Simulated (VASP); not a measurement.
Wanted: the native input for a VASP 6.6.1 run.

- Task: single point
- Functional: PBEsol
- Potentials or basis: VASP PAW PBE potentials, release 64 (Sn_d, O)
- Cutoff: 600 eV
- k mesh: 6 × 6 × 6
- Occupations: fermi-dirac, width 0.02 eV
- Spin: no spin polarisation
- Dipole correction: no
- Further INCAR settings: ALGO = Normal; EDIFF = 1e-06; NBANDS = 17

The structure of SnO lies in POSCAR:

```
SnO
1.0
    0.0000000000      2.7082147176      2.7082147176
    2.7082147176      0.0000000000      2.7082147176
    2.7082147176      2.7082147176      0.0000000000
Sn O
1 1
Direct
    0.0000000000      0.0000000000      0.0000000000
    0.2500000000      0.2500000000      0.2500000000
```

One way to write it, as run:

INCAR

```
PREC = Accurate
ENCUT = 600
EDIFF = 1E-6
ISMEAR = -1
SIGMA = 0.02
LREAL = False
LASPH = True
NELM = 120
ALGO = Normal
ISIF = 2
LWAVE = False
LCHARG = False
GGA = PS
NBANDS = 17
GGA_COMPAT = False
```

KPOINTS

```
regular mesh
0
Gamma
  6 6 6
```

Potentials or basis: VASP PAW PBE potentials, release 64 (Sn_d, O).

Command:

```sh
$ cat potpaw_PBE.64/Sn_d/POTCAR potpaw_PBE.64/O/POTCAR > POTCAR
$ mpirun -np 1 vasp_std > vasp.out
```

It gave:

- Pressure: -1.1 GPa
- Band gap on the k mesh: zero (bands 10 and 11 overlap by 0.15 eV)

Caveat: the structure was generated, so it needn't be the stable form of SnO; semilocal functionals underestimate gaps, and a narrow one can read as zero; the PAW data sets were made with another functional, which shifts forces and pressure a little; spin-orbit coupling is left out, which moves the levels of the heavy elements.

Run time: 25 s on 1 thread of Intel Xeon 8259CL, with other jobs on the host, peak memory 0.17 GiB.
